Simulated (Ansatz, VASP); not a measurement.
**One calculation of BaTiO3, two programs**

```
CELL_PARAMETERS angstrom
2.86037 1.65144 2.34605
-2.86037 1.65144 2.34605
0.00000 -3.30287 2.34605
ATOMIC_POSITIONS crystal
Ba 0.00268 0.00268 0.00268
Ti 0.50268 0.50268 0.50268
O 0.50268 0.50268 0.00268
O 0.50268 0.00268 0.50268
O 0.00268 0.50268 0.50268
```

Change from the starting cell: polar distortion scaled by 0.00 at the polar cell.

Alike in both runs: task single point; functional PBE; k mesh 6 × 6 × 6; no spin polarisation; Hubbard terms Ti d U = 4.0 eV.

|  | VASP | Ansatz |
| --- | --- | --- |
| version | VASP 6.6.1 | Ansatz 0.2.0 |
| potentials or method | VASP PAW PBE potentials, release 64 (Ba_sv, Ti_sv, O), cutoff 520 eV | scalar-relativistic, plane waves, PAW |
| occupations | gaussian, width 0.01 eV | fixed |
| valence electrons in the cell | 40 | 40 |

VASP gave:

```
gap on the k mesh at the Fermi level (eV)                     : 2.12
least direct gap on the mesh (eV)                             : 2.33
pressure (GPa)                                                : 0.7
traceless stress, the component that is largest in VASP (GPa) : -0.71
```

Problem. Which values does Ansatz return?

Solution. gap on the k mesh at the Fermi level (eV): 2.16; least direct gap on the mesh (eV): 2.34; pressure (GPa): -2.6; traceless stress, the component that is largest in VASP (GPa): -0.70.

The programs project onto different local orbitals, so the same U acts differently, and such runs can settle in different states.

Spin-orbit coupling is off throughout.
